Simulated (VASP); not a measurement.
# AgI (P6_3mc) in VASP: settings compared

Aim: see how the results for AgI move with the level of theory and the settings. Levels: PBE, LDA, r2SCAN+rVV10. Tasks: single point.

Program: VASP 6.6.1. These are calculated values, not measurements. Logs are shortened: lines on timing, memory, paths and dates and some standing lists are left out, and cuts for length are marked.

## Step 1: The cell of the first run

It takes space group P6_3mc (No. 186, hexagonal). The conventional cell has a = 4.441 Å, b = 4.441 Å, c = 14.881 Å, α = 90.00°, β = 90.00°, γ = 120.00°. Within 3.8 Å of Ag (site symmetry 3m) lie 4 I at 2.86 to 2.89 Å and 3 Ag at 2.98 Å. Within 3.8 Å of Ag (site symmetry 3m) lie 4 I at 2.86 to 2.89 Å and 3 Ag at 2.98 Å. Within 3.8 Å of I (site symmetry 3m) lie 4 Ag at 2.86 to 2.89 Å. Within 3.8 Å of I (site symmetry 3m) lie 4 Ag at 2.86 to 2.89 Å.

## Step 2: Single point, PBE

Contents of INCAR:

```
SYSTEM = AgI
ALGO = Normal
EDIFF = 1E-6
ENCUT = 500
GGA = PE
GGA_COMPAT = .False.
ISIF = 2
ISMEAR = -1
LASPH = .True.
LCHARG = .False.
LREAL = .False.
LWAVE = .False.
NBANDS = 46
NELM = 120
PREC = Accurate
SIGMA = 0.02
```

Contents of KPOINTS:

```
k-points
0
Gamma
  6 6 2
  0 0 0
```

Contents of POSCAR:

```
AgI
1.0
    4.4410609423      0.0000000000      0.0000000000
   -2.2205304711      3.8460715958      0.0000000000
    0.0000000000      0.0000000000     14.8805643239
Ag I
4 4
Direct
    0.0000000000      0.0000000000      0.3237121402
    0.6666666667      0.3333333333      0.4263931477
    0.3333333333      0.6666666667      0.9263931477
    0.0000000000      0.0000000000      0.8237121402
    0.0000000000      0.0000000000      0.0160088608
    0.6666666667      0.3333333333      0.2338858515
    0.3333333333      0.6666666667      0.7338858515
    0.0000000000      0.0000000000      0.5160088608
```

Potentials or basis: VASP PAW PBE potentials, release 64 (Ag, I).

Started as:

```sh
$ cat potpaw_PBE.64/Ag/POTCAR potpaw_PBE.64/I/POTCAR > POTCAR
$ mpirun -np 1 vasp_std > vasp.out
```

OUTCAR:

```text
SYSTEM = AgI
   EDIFF = 1E-6
   ENCUT = 500
   GGA = PE
   ISIF = 2
   ISMEAR = -1
   LASPH = .True.
   LREAL = .False.
   NELM = 120
   PREC = Accurate

 ion  position               nearest neighbor table
   1  0.000  0.000  0.324-   8 2.86   6 2.89   6 2.89   6 2.89   2 2.98   2 2.98   2 2.98
   2  0.667  0.333  0.426-   6 2.86   8 2.89   8 2.89   8 2.89   1 2.98   1 2.98   1 2.98
   3  0.333  0.667  0.926-   7 2.86   5 2.89   5 2.89   5 2.89   4 2.98   4 2.98   4 2.98
   4  0.000  0.000  0.824-   5 2.86   7 2.89   7 2.89   7 2.89   3 2.98   3 2.98   3 2.98
   5  0.000  0.000  0.016-   4 2.86   3 2.89   3 2.89   3 2.89
   6  0.667  0.333  0.234-   2 2.86   1 2.89   1 2.89   1 2.89
   7  0.333  0.667  0.734-   3 2.86   4 2.89   4 2.89   4 2.89
   8  0.000  0.000  0.516-   1 2.86   2 2.89   2 2.89   2 2.89

  LATTYP: Found a hexagonal cell.
 ALAT       =     4.4410609423
 C/A-ratio  =     3.3506778036

  Lattice vectors:

 A1 = (   4.4410609423,   0.0000000000,   0.0000000000)
 A2 = (  -2.2205304711,   3.8460715958,   0.0000000000)
 A3 = (   0.0000000000,   0.0000000000,  14.8805643239)

Analysis of symmetry for initial positions (statically):
=====================================================================
 Subroutine PRICEL returns:
 Original cell was already a primitive cell.

 Routine SETGRP: Setting up the symmetry group for a
 hexagonal supercell.

 Subroutine GETGRP returns: Found 12 space group operations
 (whereof  6 operations were pure point group operations)
 out of a pool of 24 trial point group operations.

The static configuration has the point symmetry C_3v.
 The point group associated with its full space group is C_6v.

Analysis of symmetry for dynamics (positions and initial velocities):
=====================================================================
 Subroutine PRICEL returns:
 Original cell was already a primitive cell.

 Routine SETGRP: Setting up the symmetry group for a
 hexagonal supercell.

 Subroutine GETGRP returns: Found 12 space group operations
 (whereof  6 operations were pure point group operations)
 out of a pool of 24 trial point group operations.

The dynamic configuration has the point symmetry C_3v.
 The point group associated with its full space group is C_6v.

 Subroutine INISYM returns: Found 12 space group operations
 (whereof  6 operations are pure point group operations),
 and found     1 'primitive' translations

----------------------------------------------------------------------------------------

                                     Primitive cell

  volume of cell :     254.1695

  direct lattice vectors                    reciprocal lattice vectors
     4.441060942  0.000000000  0.000000000     0.225171420  0.130002780  0.000000000
    -2.220530471  3.846071596  0.000000000     0.000000000  0.260005560  0.000000000
     0.000000000  0.000000000 14.880564324     0.000000000  0.000000000  0.067201752

  length of vectors
     4.441060942  4.441060942 14.880564324     0.260005560  0.260005560  0.067201752

  position of ions in fractional coordinates (direct lattice)
     0.000000000  0.000000000  0.323712140
     0.666666667  0.333333333  0.426393148
     0.333333333  0.666666667  0.926393148
     0.000000000  0.000000000  0.823712140
     0.000000000  0.000000000  0.016008861
     0.666666667  0.333333333  0.233885851
     0.333333333  0.666666667  0.733885851
     0.000000000  0.000000000  0.516008861

  ion indices of the primitive-cell ions
   primitive index   ion index
                 1           1
                 2           2
                 3           3
                 4           4
                 5           5
                 6           6
                 7           7
                 8           8

----------------------------------------------------------------------------------------

 KPOINTS: k-points

Automatic generation of k-mesh.
 Grid dimensions read from file:
 generate k-points for:    6    6    2

 Generating k-lattice:

  Cartesian coordinates                     Fractional coordinates (reciprocal lattice)
     0.037528570  0.021667130  0.000000000     0.166666667  0.000000000  0.000000000
     0.000000000  0.043334260  0.000000000     0.000000000  0.166666667  0.000000000
     0.000000000  0.000000000  0.033600876     0.000000000  0.000000000  0.500000000

  Length of vectors
     0.043334260  0.043334260  0.033600876

  Shift w.r.t. Gamma in fractional coordinates (k-lattice)
     0.000000000  0.000000000  0.000000000

 Subroutine IBZKPT returns following result:
 ===========================================

 Found     14 irreducible k-points:

 Following reciprocal coordinates:
            Coordinates               Weight
  0.000000  0.000000  0.000000      1.000000
  0.166667  0.000000  0.000000      6.000000
  0.333333  0.000000  0.000000      6.000000
  0.500000  0.000000  0.000000      3.000000
  0.166667  0.166667  0.000000      6.000000
  0.333333  0.166667  0.000000     12.000000
  0.333333  0.333333  0.000000      2.000000
  0.000000  0.000000  0.500000      1.000000
  0.166667  0.000000  0.500000      6.000000
  0.333333  0.000000  0.500000      6.000000
  0.500000  0.000000  0.500000      3.000000
  0.166667  0.166667  0.500000      6.000000
  0.333333  0.166667  0.500000     12.000000
  0.333333  0.333333  0.500000      2.000000
   k-points           NKPTS =     14   k-points in BZ     NKDIM =     14   number of bands    NBANDS=     46
   number of dos      NEDOS =    301   number of ions     NIONS =      8
   total plane-waves  NPLWV = 114688
   dimension x,y,z NGX =    32 NGY =   32 NGZ =  112
   dimension x,y,z NGXF=    64 NGYF=   64 NGZF=  224
   ions per type =               4   4
   NGX,Y,Z   is equivalent  to a cutoff of  11.98, 11.98, 12.51 a.u.
   NGXF,Y,Z  is equivalent  to a cutoff of  23.96, 23.96, 25.03 a.u.
 SYSTEM =  AgI
   PREC   = accura    normal or accurate (medium, high low for compatibility)
   ISTART =      0    job   : 0-new  1-cont  2-samecut
   ICHARG =      2    charge: 1-file 2-atom 10-const
   ISPIN  =      1    spin polarized calculation?
   LNONCOLLINEAR =      F non collinear calculations
   LSORBIT =      F    spin-orbit coupling
   LASPH  =      T    aspherical Exc in radial PAW
   ENCUT  =  500.0 eV  36.75 Ry    6.06 a.u.   8.10  8.10 27.13*2*pi/ulx,y,z
   NELM   =    120;   NELMIN=  2; NELMDL= -5     # of ELM steps
   EDIFF  = 0.1E-05   stopping-criterion for ELM
   LREAL  =      F    real-space projection
   EDIFFG = 0.1E-04   stopping-criterion for IOM
   NSW    =      0    number of steps for IOM
   IBRION =     -1    ionic relax: 0-MD 1-quasi-New 2-CG
   NFREE  =      0    steps in history (QN), initial steepest desc. (CG)
   ISIF   =      2    stress and relaxation
   ISYM   =      2    0-nonsym 1-usesym 2-fastsym
   POTIM  = 0.5000    time-step for ionic-motion
   TEBEG  =    0.0;   TEEND  =   0.0 temperature during run
   PSTRESS=    0.0 pullay stress
   NELECT =      72.0000    total number of electrons
   NUPDOWN=      -1.0000    fix difference up-down
   EMIN   =  10.00;   EMAX   =-10.00  energy-range for DOS
   EFERMI =   0.00;   METHOD = LEGACY
   ISMEAR =    -1;   SIGMA  =   0.02  broadening in eV -4-tet -1-fermi 0-gaus
   EFERMI_NEDOS =   21; number of points for ismear=-14 and -15
   IALGO  =     38    algorithm
   IMIX   =      4    mixing-type and parameters
     AMIX     =   0.40;   BMIX     =  1.00
     AMIX_MAG =   1.60;   BMIX_MAG =  1.00
  volume/ion in A,a.u.               =      31.77       214.40
  Fermi-wavevector in a.u.,A,eV,Ry     =   1.075172  2.031780 15.728256  1.155994
  Thomas-Fermi vector in A             =   2.211021
   LORBIT       =      0    0 simple, 1 ext, 2 COOP (PROOUT), +10 PAW based schemes
   GGA     = PE    functional components
   LHFCALC =     F    Hartree Fock is set to
   AEXX    =    0.0000 exact exchange contribution
   IVDW    =     0    specifies the selected vdW correction
   LEPSILON=     F    determine dielectric tensor
   LRPA    =     F    only Hartree local field effects (RPA)
 non-spin polarized calculation
  energy-cutoff  :      500.00
  volume of cell :      254.17
 maximum number of plane-waves:      6477
   NGX = 17   NGY = 17   NGZ = 55

 number of electron      71.9999997 magnetization

 Free energy of the ion-electron system (eV)
  ---------------------------------------------------
  ext. energy  EPLUGINS =         0.00000000
  ---------------------------------------------------
  free energy    TOTEN  =       -18.89948912 eV

  energy without entropy =      -18.89948912  energy(sigma->0) =      -18.89948912

 E-fermi :   3.9707     XC(G=0):  -8.8555

 val. band max:        3.5202372542   @ k =   0.0000   0.0000   0.0000
 cond. band min:       5.0087414304   @ k =   0.0000   0.0000   0.0000
 fundamental gap:      1.4885041762
 Fermi energy:         3.9706832370

 k-point     1 :       0.0000    0.0000    0.0000
  band No.  band energies     occupation
      1      -9.0407      2.00000
      2      -8.8782      2.00000
      3      -8.8119      2.00000
      4      -8.6318      2.00000
      5      -1.0680      2.00000
      6      -0.9050      2.00000
[... 38 lines left out ...]
     45       9.8756      0.00000
     46       9.8756      0.00000

 k-point     2 :       0.1667    0.0000    0.0000
  band No.  band energies     occupation
      1      -8.9607      2.00000
      2      -8.8161      2.00000
      3      -8.7537      2.00000
      4      -8.5963      2.00000
      5      -1.0251      2.00000
      6      -0.7974      2.00000
[... 38 lines left out ...]
     45       9.6561      0.00000
     46       9.8728      0.00000

 k-point     3 :       0.3333    0.0000    0.0000
  band No.  band energies     occupation
      1      -8.7788      2.00000
      2      -8.6825      2.00000
      3      -8.6368      2.00000
      4      -8.5372      2.00000
      5      -1.0152      2.00000
      6      -0.9090      2.00000
[... 38 lines left out ...]
     45       9.9716      0.00000
     46      10.2153      0.00000

 k-point     4 :       0.5000    0.0000    0.0000
  band No.  band energies     occupation
      1      -8.6617      2.00000
      2      -8.6075      2.00000
      3      -8.5820      2.00000
      4      -8.5277      2.00000
      5      -1.0025      2.00000
      6      -0.9409      2.00000
[... 430 lines left out ...]
     45       9.9866      0.00000
     46       9.9866      0.00000

 k-point    13 :       0.3333    0.1667    0.5000
  band No.  band energies     occupation
      1      -8.6455      2.00000
      2      -8.6455      2.00000
      3      -8.5452      2.00000
      4      -8.5452      2.00000
      5      -0.8421      2.00000
      6      -0.8421      2.00000
[... 38 lines left out ...]
     45      10.3059      0.00000
     46      10.3059      0.00000

 k-point    14 :       0.3333    0.3333    0.5000
  band No.  band energies     occupation
      1      -8.5661      2.00000
      2      -8.5661      2.00000
      3      -8.5606      2.00000
      4      -8.5606      2.00000
      5      -0.6109      2.00000
      6      -0.6109      2.00000
[... 38 lines left out ...]
     45      10.5743      0.00000
     46      10.5743      0.00000

------------------------ aborting loop because EDIFF is reached ----------------------------------------

  FORCE on cell =-STRESS in cart. coord.  units (eV):
  Direction    XX          YY          ZZ          XY          YZ          ZX
  --------------------------------------------------------------------------------------
  -------------------------------------------------------------------------------------
  Total        2.8334878      2.8334878      2.5486937      0.0000000      0.0000000     -0.0000000
  in kB       17.8611093     17.8611093     16.0658881      0.0000000      0.0000000     -0.0000000
  external PRESSURE =      17.2627022 kB  Pullay stress =       0.0000000 kB

 VOLUME and BASIS-vectors are now :
 -----------------------------------------------------------------------------
  energy-cutoff  :      500.00
  volume of cell :      254.17
      direct lattice vectors                 reciprocal lattice vectors
     4.441060942  0.000000000  0.000000000     0.225171420  0.130002780  0.000000000
    -2.220530471  3.846071596  0.000000000     0.000000000  0.260005560  0.000000000
     0.000000000  0.000000000 14.880564324     0.000000000  0.000000000  0.067201752

 POSITION                                       TOTAL-FORCE (eV/Angst)
 -----------------------------------------------------------------------------------
      0.00000      0.00000      4.81702        -0.000000     -0.000000     -0.068637
      2.22053      1.28202      6.34497         0.000000     -0.000000      0.070647
     -0.00000      2.56405     13.78525        -0.000000      0.000000      0.070647
      0.00000      0.00000     12.25730         0.000000     -0.000000     -0.068637
      0.00000      0.00000      0.23822        -0.000000      0.000000      0.042148
      2.22053      1.28202      3.48035         0.000000     -0.000000     -0.044157
     -0.00000      2.56405     10.92064        -0.000000     -0.000000     -0.044157
      0.00000      0.00000      7.67850         0.000000     -0.000000      0.042148
 -----------------------------------------------------------------------------------
    total drift:                                0.000000      0.000000      0.001051

  FREE ENERGIE OF THE ION-ELECTRON SYSTEM (eV)
  ---------------------------------------------------
  free  energy   TOTEN  =       -18.8994891241 eV

  energy  without entropy=      -18.8994891240  energy(sigma->0) =      -18.89948912
```

Run time: 90 s. Hardware: 1 thread of Intel Xeon 6975P-C (Granite Rapids), shared host; peak memory 0.38 GiB.

What came out:

```
Free energy            : -18.8995 eV
Pressure               : 1.7 GPa
Largest force          : 0.071 eV/Å
Band gap on the k mesh : 1.49 eV
```

Forces in eV/Å, atoms in the order of the input:
```
Ag   0.000  0.000 -0.069
Ag   0.000  0.000  0.071
Ag   0.000  0.000  0.071
Ag   0.000  0.000 -0.069
I    0.000  0.000  0.042
I    0.000  0.000 -0.044
I    0.000  0.000 -0.044
I    0.000  0.000  0.042
```

Levels at points of the mesh, in eV from the valence-band top:
```
           k point  band 32  band 33  band 34  band 35  band 36  band 37  band 38  band 39  band 40  band 41
(0.00, 0.00, 0.00)    -0.22    -0.22    -0.21     0.00     0.00     1.49     2.90     3.29     3.49     4.80
(0.50, 0.00, 0.00)    -1.37    -1.11    -0.97    -0.51    -0.16     2.66     2.98     3.98     4.03     4.39
(0.00, 0.00, 0.50)    -0.42    -0.08    -0.08    -0.08    -0.08     2.16     2.16     3.46     3.46     5.17
(0.50, 0.00, 0.50)    -1.51    -1.15    -1.15    -0.32    -0.32     3.05     3.05     3.68     3.68     4.42
```

Caveat: spin-orbit coupling is left out, which moves the levels of the heavy elements; this functional lacks dispersion, which binds layers or chains, so the pressure and a relaxed spacing across them are unreliable.

## Step 3: Single point, LDA

Contents of INCAR:

```
  PREC = Accurate
  ENCUT = 500
  EDIFF = 1E-6
  ISMEAR = 0
  SIGMA = 0.01
  LREAL = False
  LASPH = True
  NELM = 120
  ALGO = Normal
  ISIF = 2
  LWAVE = False
  LCHARG = False
  NBANDS = 46
  GGA_COMPAT = False
```

Contents of KPOINTS:

```
regular mesh
0
Gamma
  6 6 2
```

POSCAR is that of step 2.

Potentials or basis: VASP PAW LDA potentials, release 64 (Ag, I).

Started as:

```sh
$ cat potpaw_LDA.64/Ag/POTCAR potpaw_LDA.64/I/POTCAR > POTCAR
$ mpirun -np 1 vasp_std > vasp.out
```

Wall time 89 s (1 thread of Intel Xeon 6975P-C (Granite Rapids), shared host); peak memory 0.32 GiB.

Results (log left out):

* Free energy: -24.4166 eV
* Pressure: -2.9 GPa
* Largest force: 0.469 eV/Å
* Band gap on the k mesh: 1.27 eV

Forces in eV/Å, atoms in the order of the input:
```
Ag   0.000  0.000  0.065
Ag   0.000  0.000 -0.066
Ag   0.000  0.000 -0.066
Ag   0.000  0.000  0.065
I    0.000  0.000 -0.468
I    0.000  0.000  0.469
I    0.000  0.000  0.469
I    0.000  0.000 -0.468
```

Stress tensor (GPa, compression positive):
```
-2.68  0.00  0.00
 0.00 -2.68  0.00
 0.00  0.00 -3.36
```

Levels at points of the mesh, in eV from the valence-band top:
```csv
k point,band 34,band 35,band 36,band 37,band 38,band 39
"(0.00, 0.00, 0.00)",-0.22,0.00,0.00,1.27,2.74,3.06
"(0.50, 0.00, 0.00)",-1.00,-0.52,-0.16,2.48,2.82,3.85
"(0.00, 0.00, 0.50)",-0.08,-0.08,-0.08,1.97,1.97,3.26
"(0.50, 0.00, 0.50)",-1.19,-0.32,-0.32,2.89,2.89,3.53
```

Caveat: spin-orbit coupling is left out, which moves the levels of the heavy elements.

[end of part 1 of 2]
